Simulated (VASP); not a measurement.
A run of VASP 6.6.1 is set up as follows.

The input INCAR:

```
SYSTEM = Tl
PREC = Accurate ; ENCUT = 520
EDIFF = 1E-6 ; ISMEAR = 0
SIGMA = 0.1 ; LREAL = .False.
LASPH = .True. ; NELM = 60
ALGO = Fast ; ISIF = 2
LWAVE = .False. ; LCHARG = .False.
GGA = PS ; NBANDS = 20
```

Contents of KPOINTS:

```
Automatic mesh
0
Gamma
  15 15 8
  0 0 0
```

File POSCAR:

```
Tl
1.0
    3.5002855112      0.0000000000      0.0000000000
   -1.7501427556      3.0313361732      0.0000000000
    0.0000000000      0.0000000000      5.3978208429
Tl
2
Direct
    0.3333333333      0.6666666667      0.2500000000
    0.6666666667      0.3333333333      0.7500000000
```

Potentials or basis: VASP PAW PBE potentials, release 64 (Tl_d).

The run is started by

```bash
$ cat potpaw_PBE.64/Tl_d/POTCAR > POTCAR
$ mpirun -np 1 vasp_std > vasp.out
```

(1) What does it give for the pressure?

(2) What does it give for the band gap on the k mesh?

Answers

(1) -0.1 GPa.

(2) zero (bands 13 and 14 overlap by 6.13 eV).

Caveat: the PAW data sets were made with another functional, which shifts forces and pressure a little; spin-orbit coupling is left out, which moves the levels of the heavy elements.
